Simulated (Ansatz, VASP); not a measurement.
**TiC in VASP and in Ansatz**

INCAR

```
ALGO = Normal
EDIFF = 1E-6
ENCUT = 600
GGA = PS
GGA_COMPAT = F
ISIF = 2
ISMEAR = -1
LASPH = T
LCHARG = F
LREAL = F
LWAVE = F
NBANDS = 15
NELM = 120
PREC = Accurate
SIGMA = 0.15
```

File KPOINTS:

```
k-points
0
Gamma
  11 11 11
```

File POSCAR:

```
TiC
1.0
    0.0000000000      2.2154106370      2.2154106370
    2.2154106370      0.0000000000      2.2154106370
    2.2154106370      2.2154106370      0.0000000000
Ti C
1 1
Direct
    0.0000000000      0.0000000000      0.0000000000
    0.5000000000      0.5000000000      0.5000000000
```

Input for Ansatz:

```yaml
crystal:
  lattice:
    - [0.0, 2.215410636995395, 2.215410636995395]
    - [2.215410636995395, 0.0, 2.215410636995395]
    - [2.215410636995395, 2.215410636995395, 0.0]
  atoms:
    - { symbol: Ti, position: [0.0, 0.0, 0.0] }
    - { symbol: C, position: [0.5, 0.5, 0.5] }
basis:
  ecutwfc: 500.0
kpoints:
  mp_grid:
    grid: [11, 11, 11]
hamiltonian:
  xc: pbesol
scf:
  occupations:
    method: fermi_dirac
    width: 0.15
output:
  stress: true
```

Alike in both runs: task single point; functional PBEsol; k mesh 11 × 11 × 11; occupations fermi-dirac, width 0.15 eV; no spin polarisation.

```csv
,VASP,Ansatz
version,VASP 6.6.1,Ansatz 0.2.0
potentials or method,"VASP PAW PBE potentials, release 64 (Ti_sv, C), cutoff 600 eV","plane waves, PAW"
valence electrons in the cell,16,16
```

VASP gave:

| Quantity | Value |
| --- | --- |
| pressure (GPa) | -20.6 |

Problem. Which values does Ansatz return?

Solution. Pressure (GPa): -20.9.

VASP's potentials were made for PBE, not for PBEsol.
